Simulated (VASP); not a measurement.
**BaTiO3: single point with PBEsol**

Crystal: BaTiO3.

```
Ba Ti O
1.0
     3.96985    0.00000    0.00000
     0.00000    3.96985    0.00000
     0.00000    0.00000    3.96985
Ba Ti O
1 1 3
Direct
  0.00000 0.00000 0.00000
  0.50000 0.50000 0.50000
  0.50000 0.50000 0.00000
  0.50000 0.00000 0.50000
  0.00000 0.50000 0.50000
```

| Property | Result |
| --- | --- |
| Program | VASP 6.6.1 |
| Task | single point |
| Functional | PBEsol |
| Potentials or basis | VASP PAW PBE potentials, release 64 (Ba_sv, Ti_sv, O) |
| Cutoff | 520 eV |
| k mesh | 14 × 14 × 14 |
| Occupations | gaussian, width 0.02 eV |
| Spin | no spin polarisation |
| Dipole correction | no |
| Further INCAR settings | ALGO = Normal; EDIFF = 1e-06; NBANDS = 28 |

The pressure is 2.0 GPa and the band gap on the k mesh is 1.75 eV (least direct gap 1.87 eV).

Levels at points of the mesh, in eV from the valence-band top:
```
           k point  band 16  band 17  band 18  band 19  band 20  band 21  band 22  band 23  band 24  band 25
(0.00, 0.00, 0.00)    -1.15    -1.15    -0.12    -0.12    -0.12     1.75     1.75     1.75     4.11     4.11
(0.50, 0.00, 0.00)    -2.03    -1.88    -1.88    -0.72    -0.72     1.92     3.61     3.61     4.12     6.19
(0.50, 0.50, 0.00)    -2.83    -1.73    -0.86    -0.86    -0.10     3.62     3.62     4.04     4.99     7.91
(0.50, 0.50, 0.50)    -2.41    -2.41     0.00     0.00     0.00     4.33     4.33     4.33     6.74     6.74
```

It took 6.4 min on 1 thread of Intel Xeon 8259CL, on a shared host, peak memory 0.3 GiB.

Caveat: the PAW data sets were made with another functional, which shifts forces and pressure a little; spin-orbit coupling is left out, which moves the levels of the heavy elements. A k mesh can miss the band edges.
